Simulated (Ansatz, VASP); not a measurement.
## MgTe4: VASP beside Ansatz

The input INCAR:

```
SYSTEM = MgTe4
ALGO = Normal
EDIFF = 1E-6
EDIFFG = -0.01
ENCUT = 600
GGA = PE
IBRION = 2
ISIF = 3
ISMEAR = 0
LASPH = .TRUE.
LCHARG = .FALSE.
LREAL = .FALSE.
LWAVE = .FALSE.
NELM = 100
NSW = 100
PREC = Accurate
SIGMA = 0.1
```

Contents of KPOINTS:

```
k-points
0
G
  8 8 8
  0 0 0
```

Contents of POSCAR:

```
MgTe4
1.0
    5.7877622643      0.0000000000      0.0000000000
    0.0000000000      5.7877622643      0.0000000000
    0.0000000000      0.0000000000      5.7877622643
Mg Te
1 4
Direct
    0.0000000000      0.0000000000      0.0000000000
    0.5000000000      0.5000000000      0.5000000000
    0.0000000000      0.5000000000      0.5000000000
    0.5000000000      0.0000000000      0.5000000000
    0.5000000000      0.5000000000      0.0000000000
```

Input for Ansatz:

```yaml
crystal:
  lattice:
    - [5.7877622643, 0.0, 0.0]
    - [0.0, 5.7877622643, 0.0]
    - [0.0, 0.0, 5.7877622643]
  atoms:
    - { symbol: Mg, position: [0.0, 0.0, 0.0] }
    - { symbol: Te, position: [0.5, 0.5, 0.5] }
    - { symbol: Te, position: [0.0, 0.5, 0.5] }
    - { symbol: Te, position: [0.5, 0.0, 0.5] }
    - { symbol: Te, position: [0.5, 0.5, 0.0] }
basis:
  ecutwfc: 420
kpoints:
  mp_grid: { grid: [8, 8, 8] }
hamiltonian:
  xc: pbe
scf:
  occupations: { method: gaussian, width: 0.1 }
output:
  forces: true
  stress: true
  eigenvalues: true
relax:
  adjacent_minimum: "off"
  f_tol: 0.01
  max_steps: 80
  cell: { stress_tol: 0.05 }
```

Change from the starting cell: species swapped into the Mn4N type (Pm-3m, No. 221).

Alike in both runs: task relaxation of cell and atoms; functional PBE; k mesh 8 × 8 × 8; occupations gaussian, width 0.1 eV; no spin polarisation.

|  | VASP | Ansatz |
| --- | --- | --- |
| version | VASP 6.6.1 | Ansatz 0.2.0 |
| potentials or method | VASP PAW PBE potentials, release 64 (Mg, Te), cutoff 600 eV | scalar-relativistic, plane waves, PAW |
| valence electrons in the cell | 26 | 74 |

VASP gave:

* gap on the k mesh at the Fermi level, each at its own relaxed structure (eV): none
* relaxed volume (Å³/atom): 38.20
* relaxed cell length with the largest relative difference (Å): 5.759

Task: What did Ansatz give for the same quantities?

Result: gap on the k mesh at the Fermi level, each at its own relaxed structure (eV): none; relaxed volume (Å³/atom): 38.25; relaxed cell length with the largest relative difference (Å): 5.761.

A gap of «none» marks a metal or a gap that the smearing closes. VASP's potentials hold 26 valence electrons a cell and Ansatz's 74, so a difference there can come from the potentials and not from the codes.

Spin-orbit coupling is off throughout.
